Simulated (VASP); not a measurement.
A run of VASP 6.6.1 is set up as follows.

The input INCAR:

```
  PREC = Accurate
  ENCUT = 520
  EDIFF = 1E-6
  ISMEAR = -1
  SIGMA = 0.05
  LREAL = Auto
  LASPH = T
  NELM = 100
  ALGO = Normal
  ISIF = 2
  LWAVE = F
  LCHARG = F
  GGA = PE
  IVDW = 12
  NBANDS = 74
```

The input KPOINTS:

```
regular mesh
0
Gamma
  1 1 1
```

The input POSCAR:

```
H5C2O2
1.0
    7.9370050000      0.0000000000      0.0000000000
    0.0000000000      7.9370050000      0.0000000000
    0.0000000000      0.0000000000      7.9370050000
C O H
8 8 20
Direct
    0.7449157459      0.3572506254      0.0678593500
    0.8678588460      0.7031997586      0.5184071322
    0.4368902376      0.5789967374      0.5529415693
    0.2126368826      0.6739947877      1.0485441297
    0.1581452954      0.1203980595      0.9705802126
    0.5698749087      0.8577794773      0.0901347549
    0.2447774696      0.0789970524      0.5100664545
    0.7790596075      0.1681364696      0.5290156677
    0.5596569487      0.3269243247      0.1241904220
    1.0389435310      0.7257901438      0.4519336954
    0.5018013722      0.5340427529      0.6877027292
    0.1803325058      0.5501949413      1.1285365198
    0.1839106817      0.0687160963      1.1124095298
    0.5155975081      0.7130775400      0.1090461704
    0.1111628379      0.1396622530      0.5588883968
    0.7121703968      0.1139094659      0.6527525181
    0.7780894683      0.2253242879      0.0186594314
    0.5196670533      0.4381501587      0.1569483703
    0.7149674216      0.4302504534     -0.0460123182
    0.8093985074      0.3895927998      0.1915332043
    0.8347859174      0.8166430536      0.6052030961
    1.0463896646      0.6600096636      0.3516943734
    0.7849560382      0.7027209886      0.4039433010
    0.8603371171      0.5973789862      0.6069543864
    0.5079749855      0.5895170785      0.4407833937
    0.3129769983      0.6288644142      0.5253618966
    0.1689050215      0.8068912644      1.0795633869
    0.2996092355      0.6524879347      0.9405310945
    0.2105202151      0.2446766759      0.9198179918
    0.0836083636      0.0473100370      0.8700637079
    0.5405061481      0.9170587646     -0.0343076513
    0.6525131331      0.9171343599      0.1890007629
    0.2614714240      0.0312460431      0.3878667079
    0.3431143108      0.0573516081      0.6011839478
    0.8024311437      0.3045481262      0.5172354055
    0.8053415615      0.0706311764      0.4313843824
```

Potentials or basis: VASP PAW PBE potentials, release 64 (C, O, H).

Run with:

```sh
$ cat potpaw_PBE.64/C/POTCAR potpaw_PBE.64/O/POTCAR potpaw_PBE.64/H/POTCAR > POTCAR
$ mpirun -np 1 vasp_gam > vasp.out
```

Q: Estimate the band gap on the k mesh.

A: 2.38 eV.

Q: What does it give for the pressure?

A: -0.5 GPa.

Q: Predict the dispersion energy per atom.

A: -0.035 eV.

Q: Predict the largest force.

A: 3.844 eV/Å.

Stress tensor (GPa, compression positive):
```
-0.35  0.58 -1.32
 0.58 -0.85 -1.10
-1.32 -1.10 -0.29
```

Caveat: the k points lie up to 0.79 Å⁻¹ apart.
